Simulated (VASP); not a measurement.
# TaBi (F-43m) in VASP: notebook

TaBi is run at these levels: PBE; tasks: single point.

Program: VASP 6.6.1. These are calculated values, not measurements. Logs are shortened: lines on timing, memory, paths and dates and some standing lists are left out, and cuts for length are marked.

## 1. The cell of the first run

Symmetry: F-43m, No. 216, cubic system. Conventional cell: a = 6.504 Å, b = 6.504 Å, c = 6.504 Å, α = 90.00°, β = 90.00°, γ = 90.00°. Within 3.7 Å of Ta (site symmetry -43m) lie 4 Bi at 2.82 Å. Within 3.7 Å of Bi (site symmetry -43m) lie 4 Ta at 2.82 Å.

## 2. Single point, PBE (34.39 Å³/atom)

Contents of INCAR:

```
SYSTEM = TaBi
  ALGO = Normal
  EDIFF = 1E-6
  ENCUT = 520
  GGA = PE
  ISIF = 2
  ISMEAR = 0
  LASPH = .True.
  LCHARG = .True.
  LELF = .True.
  LREAL = .False.
  LVHAR = .True.
  LWAVE = .False.
  NBANDS = 20
  NELM = 80
  PREC = Accurate
  SIGMA = 0.05
```

Contents of KPOINTS:

```
k-points
0
Gamma
  10 10 10
  0 0 0
```

Contents of POSCAR:

```
TaBi
1.0
    0.0000000000      3.2518770194      3.2518770194
    3.2518770194      0.0000000000      3.2518770194
    3.2518770194      3.2518770194      0.0000000000
Ta Bi
1 1
Direct
    0.0000000000      0.0000000000      0.0000000000
    0.2500000000      0.2500000000      0.2500000000
```

Potentials or basis: VASP PAW PBE potentials, release 64 (Ta_pv, Bi_d).

Run with:

```console
$ cat potpaw_PBE.64/Ta_pv/POTCAR potpaw_PBE.64/Bi_d/POTCAR > POTCAR
$ mpirun -np 1 vasp_std > vasp.out
```

OUTCAR:

```text
SYSTEM = TaBi
   EDIFF = 1E-6
   ENCUT = 520
   GGA = PE
   ISIF = 2
   ISMEAR = 0
   LASPH = .True.
   LREAL = .False.
   NELM = 80
   PREC = Accurate

 ion  position               nearest neighbor table
   1  0.000  0.000  0.000-   2 2.82   2 2.82   2 2.82   2 2.82
   2  0.250  0.250  0.250-   1 2.82   1 2.82   1 2.82   1 2.82

  LATTYP: Found a face centered cubic cell.
 ALAT       =     6.5037540388

  Lattice vectors:

 A1 = (   0.0000000000,   3.2518770194,   3.2518770194)
 A2 = (   3.2518770194,   0.0000000000,   3.2518770194)
 A3 = (   3.2518770194,   3.2518770194,   0.0000000000)

Analysis of symmetry for initial positions (statically):
=====================================================================
 Subroutine PRICEL returns:
 Original cell was already a primitive cell.

 Routine SETGRP: Setting up the symmetry group for a
 face centered cubic supercell.

 Subroutine GETGRP returns: Found 24 space group operations
 (whereof 24 operations were pure point group operations)
 out of a pool of 48 trial point group operations.

The static configuration has the point symmetry T_d .

Analysis of symmetry for dynamics (positions and initial velocities):
=====================================================================
 Subroutine PRICEL returns:
 Original cell was already a primitive cell.

 Routine SETGRP: Setting up the symmetry group for a
 face centered cubic supercell.

 Subroutine GETGRP returns: Found 24 space group operations
 (whereof 24 operations were pure point group operations)
 out of a pool of 48 trial point group operations.

The dynamic configuration has the point symmetry T_d .

 Subroutine INISYM returns: Found 24 space group operations
 (whereof 24 operations are pure point group operations),
 and found     1 'primitive' translations

----------------------------------------------------------------------------------------

                                     Primitive cell

  volume of cell :      68.7753

  direct lattice vectors                    reciprocal lattice vectors
     0.000000000  3.251877019  3.251877019    -0.153757352  0.153757352  0.153757352
     3.251877019  0.000000000  3.251877019     0.153757352 -0.153757352  0.153757352
     3.251877019  3.251877019  0.000000000     0.153757352  0.153757352 -0.153757352

  length of vectors
     4.598848584  4.598848584  4.598848584     0.266315546  0.266315546  0.266315546

  position of ions in fractional coordinates (direct lattice)
     0.000000000  0.000000000  0.000000000
     0.250000000  0.250000000  0.250000000

  ion indices of the primitive-cell ions
   primitive index   ion index
                 1           1
                 2           2

----------------------------------------------------------------------------------------

 KPOINTS: k-points

Automatic generation of k-mesh.
 Grid dimensions read from file:
 generate k-points for:   10   10   10

 Generating k-lattice:

  Cartesian coordinates                     Fractional coordinates (reciprocal lattice)
    -0.015375735  0.015375735  0.015375735     0.100000000  0.000000000  0.000000000
     0.015375735 -0.015375735  0.015375735     0.000000000  0.100000000  0.000000000
     0.015375735  0.015375735 -0.015375735     0.000000000  0.000000000  0.100000000

  Length of vectors
     0.026631555  0.026631555  0.026631555

  Shift w.r.t. Gamma in fractional coordinates (k-lattice)
     0.000000000  0.000000000  0.000000000

 Subroutine IBZKPT returns following result:
 ===========================================

 Found     47 irreducible k-points:

 Following reciprocal coordinates:
            Coordinates               Weight
  0.000000  0.000000  0.000000      1.000000
  0.100000  0.000000  0.000000      8.000000
  0.200000  0.000000  0.000000      8.000000
  0.300000  0.000000  0.000000      8.000000
  0.400000  0.000000  0.000000      8.000000
  0.500000  0.000000  0.000000      4.000000
[... 16 lines left out ...]
  0.300000  0.300000  0.000000      6.000000
  0.400000  0.300000  0.000000     24.000000
 [... further k-points ...]
   k-points           NKPTS =     47   k-points in BZ     NKDIM =     47   number of bands    NBANDS=     20
   number of dos      NEDOS =    301   number of ions     NIONS =      2
   total plane-waves  NPLWV =  46656
   dimension x,y,z NGX =    36 NGY =   36 NGZ =   36
   dimension x,y,z NGXF=    72 NGYF=   72 NGZF=   72
   ions per type =               1   1
   NGX,Y,Z   is equivalent  to a cutoff of  13.01, 13.01, 13.01 a.u.
   NGXF,Y,Z  is equivalent  to a cutoff of  26.03, 26.03, 26.03 a.u.
 SYSTEM =  TaBi
   PREC   = accura    normal or accurate (medium, high low for compatibility)
   ISTART =      0    job   : 0-new  1-cont  2-samecut
   ICHARG =      2    charge: 1-file 2-atom 10-const
   ISPIN  =      1    spin polarized calculation?
   LNONCOLLINEAR =      F non collinear calculations
   LSORBIT =      F    spin-orbit coupling
   LASPH  =      T    aspherical Exc in radial PAW
   ENCUT  =  520.0 eV  38.22 Ry    6.18 a.u.   8.55  8.55  8.55*2*pi/ulx,y,z
   NELM   =     80;   NELMIN=  2; NELMDL= -5     # of ELM steps
   EDIFF  = 0.1E-05   stopping-criterion for ELM
   LREAL  =      F    real-space projection
   EDIFFG = 0.1E-04   stopping-criterion for IOM
   NSW    =      0    number of steps for IOM
   IBRION =     -1    ionic relax: 0-MD 1-quasi-New 2-CG
   NFREE  =      0    steps in history (QN), initial steepest desc. (CG)
   ISIF   =      2    stress and relaxation
   ISYM   =      2    0-nonsym 1-usesym 2-fastsym
   POTIM  = 0.5000    time-step for ionic-motion
   TEBEG  =    0.0;   TEEND  =   0.0 temperature during run
   PSTRESS=    0.0 pullay stress
   NELECT =      26.0000    total number of electrons
   NUPDOWN=      -1.0000    fix difference up-down
   EMIN   =  10.00;   EMAX   =-10.00  energy-range for DOS
   EFERMI =   0.00;   METHOD = LEGACY
   ISMEAR =     0;   SIGMA  =   0.05  broadening in eV -4-tet -1-fermi 0-gaus
   EFERMI_NEDOS =   21; number of points for ismear=-14 and -15
   IALGO  =     38    algorithm
   IMIX   =      4    mixing-type and parameters
     AMIX     =   0.40;   BMIX     =  1.00
     AMIX_MAG =   1.60;   BMIX_MAG =  1.00
  volume/ion in A,a.u.               =      34.39       232.06
  Fermi-wavevector in a.u.,A,eV,Ry     =   1.183737  2.236938 19.064932  1.401233
  Thomas-Fermi vector in A             =   2.319965
   LORBIT       =      0    0 simple, 1 ext, 2 COOP (PROOUT), +10 PAW based schemes
   GGA     = PE    functional components
   LHFCALC =     F    Hartree Fock is set to
   AEXX    =    0.0000 exact exchange contribution
   IVDW    =     0    specifies the selected vdW correction
   LEPSILON=     F    determine dielectric tensor
   LRPA    =     F    only Hartree local field effects (RPA)
 non-spin polarized calculation
 Gauss-broadening in eV      SIGMA  =   0.05
  energy-cutoff  :      520.00
  volume of cell :       68.78
 maximum number of plane-waves:      1870
 NGX is ok and might be reduce to    36
   NGX = 17   NGY = 17   NGZ = 17

 number of electron      25.9999996 magnetization

 Free energy of the ion-electron system (eV)
  ---------------------------------------------------
  ext. energy  EPLUGINS =         0.00000000
  ---------------------------------------------------
  free energy    TOTEN  =       -12.44155505 eV

  energy without entropy =      -12.43580036  energy(sigma->0) =      -12.43867771

 E-fermi :   4.2159     XC(G=0):  -9.3222

 val. band max:        4.2139831191   @ k =   0.2000   0.0000   0.0000
 cond. band min:       4.2336833543   @ k =  -0.4000   0.4000   0.2000
 fundamental gap:      0.0197002352
 Fermi energy:         4.2159339824

 k-point     1 :       0.0000    0.0000    0.0000
  band No.  band energies     occupation
      1     -31.2249      2.00000
      2     -31.2249      2.00000
      3     -31.2249      2.00000
      4     -18.3123      2.00000
      5     -18.3123      2.00000
      6     -18.3123      2.00000
[... 12 lines left out ...]
     19      10.0346      0.00000
     20      10.0346      0.00000

 k-point     2 :       0.1000    0.0000    0.0000
  band No.  band energies     occupation
      1     -31.2254      2.00000
      2     -31.2249      2.00000
      3     -31.2249      2.00000
      4     -18.3142      2.00000
      5     -18.3127      2.00000
      6     -18.3127      2.00000
[... 12 lines left out ...]
     19      10.1392      0.00000
     20      10.3424      0.00000

 k-point     3 :       0.2000    0.0000    0.0000
  band No.  band energies     occupation
      1     -31.2268      2.00000
      2     -31.2249      2.00000
      3     -31.2249      2.00000
      4     -18.3191      2.00000
      5     -18.3135      2.00000
      6     -18.3135      2.00000
[... 12 lines left out ...]
     19      10.2386      0.00000
     20      10.8978      0.00000

 k-point     4 :       0.3000    0.0000    0.0000
  band No.  band energies     occupation
      1     -31.2285      2.00000
      2     -31.2250      2.00000
      3     -31.2250      2.00000
      4     -18.3252      2.00000
      5     -18.3143      2.00000
      6     -18.3142      2.00000
[... 12 lines left out ...]
     19      10.6698      0.00000
     20      11.4430      0.00000

 k-point     5 :       0.4000    0.0000    0.0000
  band No.  band energies     occupation
      1     -31.2299      2.00000
      2     -31.2251      2.00000
      3     -31.2251      2.00000
      4     -18.3301      2.00000
      5     -18.3147      2.00000
      6     -18.3147      2.00000
[... 12 lines left out ...]
     19      11.2762      0.00000
     20      11.8101      0.00000
[... 353 lines left out ...]
      6     -18.3157      2.00000
[... 12 lines left out ...]
     19      10.2949      0.00000
     20      11.9983      0.00000

 k-point    22 :      -0.2000    0.2000    0.0000
  band No.  band energies     occupation
      1     -31.2283      2.00000
      2     -31.2259      2.00000
      3     -31.2250      2.00000
      4     -18.3248      2.00000
      5     -18.3167      2.00000
      6     -18.3152      2.00000
[... 12 lines left out ...]
     19       9.9946      0.00000
     20      11.5221      0.00000

 k-point    23 :       0.3000    0.3000    0.0000
  band No.  band energies     occupation
      1     -31.2291      2.00000
      2     -31.2254      2.00000
      3     -31.2254      2.00000
      4     -18.3298      2.00000
      5     -18.3146      2.00000
      6     -18.3146      2.00000
[... 12 lines left out ...]
     19       9.7083      0.00000
     20      12.8821      0.00000

 k-point    24 :       0.4000    0.3000    0.0000
  band No.  band energies     occupation
      1     -31.2299      2.00000
      2     -31.2257      2.00000
      3     -31.2255      2.00000
      4     -18.3326      2.00000
      5     -18.3161      2.00000
      6     -18.3151      2.00000
[... 12 lines left out ...]
     19       9.8784      0.00000
     20      12.4785      0.00000

 [... further k-points ...]

------------------------ aborting loop because EDIFF is reached ----------------------------------------

  FORCE on cell =-STRESS in cart. coord.  units (eV):
  Direction    XX          YY          ZZ          XY          YZ          ZX
  --------------------------------------------------------------------------------------
  -------------------------------------------------------------------------------------
  Total       -0.5340917     -0.5340917     -0.5340917      0.0000000      0.0000000     -0.0000000
  in kB      -12.4421101    -12.4421101    -12.4421101      0.0000000      0.0000000     -0.0000000
  external PRESSURE =     -12.4421101 kB  Pullay stress =       0.0000000 kB

 VOLUME and BASIS-vectors are now :
 -----------------------------------------------------------------------------
  energy-cutoff  :      520.00
  volume of cell :       68.78
      direct lattice vectors                 reciprocal lattice vectors
     0.000000000  3.251877019  3.251877019    -0.153757352  0.153757352  0.153757352
     3.251877019  0.000000000  3.251877019     0.153757352 -0.153757352  0.153757352
     3.251877019  3.251877019  0.000000000     0.153757352  0.153757352 -0.153757352

 POSITION                                       TOTAL-FORCE (eV/Angst)
 -----------------------------------------------------------------------------------
      0.00000      0.00000      0.00000        -0.000000     -0.000000     -0.000000
      1.62594      1.62594      1.62594         0.000000      0.000000      0.000000
 -----------------------------------------------------------------------------------
    total drift:                                0.000000      0.000000      0.000000

  FREE ENERGIE OF THE ION-ELECTRON SYSTEM (eV)
  ---------------------------------------------------
  free  energy   TOTEN  =       -12.4415550489 eV

  energy  without entropy=      -12.4358003634  energy(sigma->0) =      -12.43867771
```

Run time: 89 s. Hardware: 1 thread of Intel Xeon 8259CL, shared host; peak memory 0.24 GiB.

What came out:

| Item | Value |
| --- | --- |
| Free energy | -12.4416 eV |
| Pressure | -1.2 GPa |
| Band gap on the k mesh | zero (bands 13 and 14 overlap by 0.31 eV) |

Levels at points of the mesh, in eV from the Fermi level:
```
           k point  band 10  band 11  band 12  band 13  band 14  band 15  band 16  band 17
(0.00, 0.00, 0.00)    -2.65    -2.65    -2.65     0.07     0.07     0.93     5.04     5.04
(0.50, 0.00, 0.00)    -4.25    -2.37    -2.37     0.08     0.24     0.24     2.58     2.58
(0.50, 0.50, 0.00)    -4.52    -1.83    -1.83    -0.77    -0.15     0.35     0.92     0.92
```

Caveat: spin-orbit coupling is left out, which moves the levels of the heavy elements.

## 3. Single point, PBE (35.06 Å³/atom)

This run uses another cell than the first one, of 35.06 Å³/atom.

Contents of INCAR:

```
SYSTEM = TaBi
ALGO = Normal
EDIFF = 1E-6
ENCUT = 520
GGA = PE
ISIF = 2
ISMEAR = 0
LASPH = .TRUE.
LCHARG = .TRUE.
LELF = .TRUE.
LREAL = .FALSE.
LVHAR = .TRUE.
LWAVE = .FALSE.
NBANDS = 20
NELM = 60
PREC = Accurate
SIGMA = 0.05
```

Contents of KPOINTS:

```
k-points
0
G
  10 10 10
  0 0 0
```

Contents of POSCAR:

```
TaBi
1.0
    0.0000000000      3.2729936956      3.2729936956
    3.2729936956      0.0000000000      3.2729936956
    3.2729936956      3.2729936956      0.0000000000
Ta Bi
1 1
Direct
    0.0000000000      0.0000000000      0.0000000000
    0.2500000000      0.2500000000      0.2500000000
```

Potentials or basis: VASP PAW PBE potentials, release 64 (Ta_pv, Bi_d).

Run with:

```console
$ cat potpaw_PBE.64/Ta_pv/POTCAR potpaw_PBE.64/Bi_d/POTCAR > POTCAR
$ mpirun -np 1 vasp_std > vasp.out
```

It took 74 s on 1 thread of Intel Xeon 8259CL, shared host; peak memory 0.24 GiB.

It converged, with:

| Quantity | Value |
| --- | --- |
| Free energy | -12.4269 eV |
| Pressure | -2.3 GPa |
| Band gap on the k mesh | zero (bands 13 and 14 overlap by 0.32 eV) |

Levels at points of the mesh, in eV from the Fermi level:
| k point | band 10 | band 11 | band 12 | band 13 | band 14 | band 15 | band 16 | band 17 |
| --- | --- | --- | --- | --- | --- | --- | --- | --- |
| (0.00, 0.00, 0.00) | -2.60 | -2.60 | -2.60 | 0.07 | 0.07 | 0.85 | 4.92 | 4.92 |
| (0.50, 0.00, 0.00) | -4.19 | -2.33 | -2.33 | 0.07 | 0.24 | 0.24 | 2.53 | 2.53 |
| (0.50, 0.50, 0.00) | -4.46 | -1.81 | -1.81 | -0.73 | -0.16 | 0.35 | 0.91 | 0.91 |

Caveat: spin-orbit coupling is left out, which moves the levels of the heavy elements.

[end of part 1 of 2]

The gap in the log of VASP goes by the Fermi energy; the results here count the filled bands.